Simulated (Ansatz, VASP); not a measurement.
# One calculation of Li, two programs

```xyz
2
Lattice="3.1110 0.0000 0.0000 -1.5555 2.6942 0.0000 0.0000 0.0000 5.0930" Properties=species:S:1:pos:R:3 pbc="T T T"
Li    0.1061    1.9022    1.2732
Li    1.5555    0.8981    3.8197
```

Alike in both runs: task single point; functional r2SCAN; k mesh 18 × 18 × 10; occupations gaussian, width 0.15 eV; no spin polarisation.

|  | VASP | Ansatz |
| --- | --- | --- |
| version | VASP 6.6.1 | Ansatz 0.2.0 |
| potentials or method | VASP PAW PBE potentials, release 64 (Li_sv), cutoff 520 eV | scalar-relativistic, plane waves, PAW |
| valence electrons in the cell | 6 | 6 |

|  | VASP | Ansatz | Ansatz less VASP |
| --- | --- | --- | --- |
| gap on the k mesh at the Fermi level (eV) | none | none | - |
| rms of the force components (eV/Å) | 0.004 | 0.014 | +0.0099 |

VASP's potentials were made for PBE, not for r2SCAN. Atom by atom the forces differ by 0.011 eV/Å (rms over components). A gap of «none» marks a metal or a gap that the smearing closes.

Noted on VASP's run: the cutoff is under 1.25 times that of the potentials, so the pressure is a little rough.
